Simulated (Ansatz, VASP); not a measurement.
# Two plane-wave programs on WS2

The input POSCAR:

```
WS2
1.0
    3.1699462934      0.0000000000      0.0000000000
   -1.5849731467      2.7452540187      0.0000000000
    0.0000000000      0.0000000000     12.1163384359
W S
2 4
Direct
    0.3333333333      0.6666666667      0.2500000000
    0.6666666667      0.3333333333      0.7500000000
    0.6666666667      0.3333333333      0.3786382076
    0.6666666667      0.3333333333      0.1213617924
    0.3333333333      0.6666666667      0.8786382076
    0.3333333333      0.6666666667      0.6213617924
```

File INCAR.step1:

```
PREC = Accurate
ENCUT = 550
ISMEAR = 0
SIGMA = 0.01
LREAL = False
LASPH = True
NELM = 120
NBANDS = 35
GGA = PE
ALGO = Normal
EDIFF = 1E-5
LWAVE = True
LCHARG = False
GGA_COMPAT = False
```

Contents of INCAR.step2:

```
PREC = Accurate
ENCUT = 550
EDIFF = 1E-6
ISMEAR = 0
SIGMA = 0.01
LREAL = False
LASPH = True
NELM = 120
ALGO = Normal
ISIF = 2
LWAVE = False
LCHARG = True
METAGGA = R2SCAN
LMIXTAU = True
LELF = True
LVHAR = True
NBANDS = 35
ISTART = 1
GGA_COMPAT = False
```

File KPOINTS:

```
Automatic mesh
0
Gamma
  12 12 2
```

Input for Ansatz:

```yaml
crystal:
  lattice:
    - [3.1699462934, 0.0, 0.0]
    - [-1.5849731467, 2.7452540187, 0.0]
    - [0.0, 0.0, 12.1163384359]
  atoms:
    - { symbol: W, position: [0.3333333333, 0.6666666667, 0.25] }
    - { symbol: W, position: [0.6666666667, 0.3333333333, 0.75] }
    - { symbol: S, position: [0.6666666667, 0.3333333333, 0.3786382076] }
    - { symbol: S, position: [0.6666666667, 0.3333333333, 0.1213617924] }
    - { symbol: S, position: [0.3333333333, 0.6666666667, 0.8786382076] }
    - { symbol: S, position: [0.3333333333, 0.6666666667, 0.6213617924] }
kpoints:
  mp_grid: { grid: [12, 12, 2] }
  band_path:
    path:
      - [0.0, 0.0, 0.0]
      - [0.5, 0.0, 0.0]
      - [0.3333333333, 0.3333333333, 0.0]
      - [0.0, 0.0, 0.5]
      - [0.5, 0.0, 0.5]
      - [0.3333333333, 0.3333333333, 0.5]
      - [0.174479, 0.174479, 0.0]
    npoints: 1
hamiltonian:
  xc: r2scan
scf:
  occupations: { method: fixed }
  n_extra_bands: 5
output:
  forces: true
  stress: true
  eigenvalues: true
```

Change from the starting cell: uniaxial_z strain -3.0%.

Alike in both runs: task single point; functional r2SCAN; k mesh 12 × 12 × 2; no spin polarisation.

|  | VASP | Ansatz |
| --- | --- | --- |
| version | VASP 6.6.1 | Ansatz 0.2.0 |
| potentials or method | VASP PAW PBE potentials, release 64 (W_sv, S) | plane waves, PAW |
| plane-wave cutoff (eV) | 550 | 500 |
| occupations | gaussian, width 0.01 eV | fixed |
| valence electrons in the cell | 52 | 52 |

```tsv
	VASP	Ansatz	Ansatz less VASP
gap on the k mesh at the Fermi level (eV)	1.01	0.99	-0.014
pressure (GPa)	2.4	2.2	-0.21
traceless stress, the component that is largest in VASP (GPa)	0.86	0.92	+0.061
rms of the force components (eV/Å)	0.015	0.025	+0.0104
```

VASP's potentials were made for PBE, not for r2SCAN. Atom by atom the forces differ by 0.010 eV/Å (rms over components).

Neither program's run includes spin-orbit coupling.
